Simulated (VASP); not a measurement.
The system is Zn.

```
Zn
1.0
     2.67000    0.00000    0.00000
    -1.33500    2.31229    0.00000
     0.00000    0.00000    4.96600
Zn
2
Direct
  0.33333 0.66667 0.25000
  0.66667 0.33333 0.75000
```

| Item | Value |
| --- | --- |
| Program | VASP 6.6.1 |
| Task | relaxation of cell and atoms |
| Functional | PBEsol |
| Potentials or basis | VASP PAW PBE potentials, release 64 (Zn) |
| Cutoff | 600 eV |
| k mesh | 10 × 10 × 4 |
| Occupations | gaussian, width 0.1 eV |
| Spin | no spin polarisation |

At the start: pressure -5.7 GPa; volume 15.33 Å³/atom.

Where does the relaxation end?

Over 5 steps the energy falls by 22.9 meV/atom and the volume is 14.16 Å³/atom (-7.6 %); space group P6_3/mmc (No. 194, to 0.1 Å) before and after.

The path:
```tsv
step	energy change (eV)	largest force (eV/Å)	pressure (GPa)	volume (Å³)
1	0.0000	0.0000	-5.72	30.66
2	-0.0434	0.0000	0.60	28.29
3	-0.0435	0.0000	0.01	28.44
4	-0.0435	0.0000	0.14	28.40
5	-0.0459	0.0000	0.12	28.32
```

Final structure:
```
Zn
1.0
     2.61339    0.00000    0.00000
    -1.30669    2.26326    0.00000
     0.00000    0.00000    4.78804
Zn
2
Direct
  0.33333 0.66667 0.25000
  0.66667 0.33333 0.75000
```

Caveat: the PAW data sets were made with another functional, which shifts forces and pressure a little.
